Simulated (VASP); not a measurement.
Si, 1 atom in the cell. The structure is hexagonal, space group P6/mmm (No. 191). Conventional cell: a = 2.563 Å, b = 2.563 Å, c = 2.431 Å, α = 90.00°, β = 90.00°, γ = 120.00°. Si (site symmetry 6/mmm) has 8 Si at 2.43 to 2.56 Å within 3.2 Å.  This cell differs from its parent crystal: strain -0.025 along x and y, -0.025 along z.

```yaml
Program: VASP 6.6.1
Task: single point
Functional: r2SCAN
Potentials_or_basis: VASP PAW PBE potentials, release 64 (Si)
Cutoff: 520 eV
k_mesh: 24 × 24 × 24
Occupations: gaussian, width 0.15 eV
Spin: no spin polarisation
Dipole_correction: no
Further_INCAR_settings: ALGO = Normal; EDIFF = 1e-06; NBANDS = 8
```

Potentials or basis: VASP PAW PBE potentials, release 64 (Si).

Run with:

```sh
$ cat potpaw_PBE.64/Si/POTCAR > POTCAR
$ cp INCAR.step1 INCAR
$ mpirun -np 1 vasp_std > vasp.out
$ cp INCAR.step2 INCAR
$ mpirun -np 1 vasp_std > vasp.out
```

Hardware: 1 thread of Intel Xeon 6975P-C (shared host).

Problem. How long does it take, and how much memory?

Solution. Run time: 2.6 min on 1 thread of Intel Xeon 6975P-C, with other jobs on the host, peak memory 0.18 GiB. Counts: k points 793.
